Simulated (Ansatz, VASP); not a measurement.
Bi2As in VASP and in Ansatz

INCAR

```
SYSTEM = Bi2As
  PREC = Accurate
  ENCUT = 600
  EDIFF = 1E-6
  ISMEAR = 0
  SIGMA = 0.1
  LREAL = .FALSE.
  LASPH = .TRUE.
  NELM = 60
  ALGO = Fast
  ISIF = 3
  LWAVE = .FALSE.
  LCHARG = .FALSE.
  GGA = PE
  IBRION = 2
  NSW = 90
  EDIFFG = -0.04
```

Contents of KPOINTS:

```
Automatic mesh
0
G
  6 6 6
  0 0 0
```

Contents of POSCAR:

```
Bi2As
1.0
   -1.9062445002      1.9062445002      6.2023890630
    1.9062445002     -1.9062445002      6.2023890630
    1.9062445002      1.9062445002     -6.2023890630
Bi As
2 1
Direct
    0.3400000000      0.3400000000      0.0000000000
    0.6600000000      0.6600000000      0.0000000000
    0.0000000000      0.0000000000      0.0000000000
```

Input for Ansatz:

```yaml
crystal:
  lattice:
    - [-1.9062445002, 1.9062445002, 6.202389063]
    - [1.9062445002, -1.9062445002, 6.202389063]
    - [1.9062445002, 1.9062445002, -6.202389063]
  atoms:
    - { symbol: Bi, position: [0.34, 0.34, 0.0] }
    - { symbol: Bi, position: [0.66, 0.66, 0.0] }
    - { symbol: As, position: [0.0, 0.0, 0.0] }
basis:
  ecutwfc: 420
kpoints:
  mp_grid: { grid: [6, 6, 6] }
hamiltonian:
  xc: pbe
scf:
  occupations: { method: gaussian, width: 0.1 }
  lower_state_search: "off"
output:
  forces: true
  stress: true
  eigenvalues: true
relax:
  adjacent_minimum: "off"
  f_tol: 0.04
  max_steps: 70
  cell: { stress_tol: 0.4 }
```

Alike in both runs: task relaxation of cell and atoms; functional PBE; k mesh 6 × 6 × 6; occupations gaussian, width 0.1 eV; no spin polarisation.

```csv
,VASP,Ansatz
version,VASP 6.6.1,Ansatz 0.2.0
potentials or method,"VASP PAW PBE potentials, release 64 (Bi_d, As), cutoff 600 eV","scalar-relativistic, plane waves, PAW"
valence electrons in the cell,35,45
```

|  | VASP | Ansatz | Ansatz less VASP |
| --- | --- | --- | --- |
| gap on the k mesh at the Fermi level, each at its own relaxed structure (eV) | none | none | - |
| relaxed volume (Å³/atom) | 27.78 | 27.75 | -0.029 |
| relaxed length of the cell vector where the two differ most in proportion (Å) | 6.353 | 6.373 | +0.0203 |

A gap of «none» marks a metal or a gap that the smearing closes. VASP's potentials hold 35 valence electrons a cell and Ansatz's 45, so a difference there can come from the potentials and not from the codes.

The k mesh is coarse, so the values compare programs but aren't converged. Neither program's run includes spin-orbit coupling.
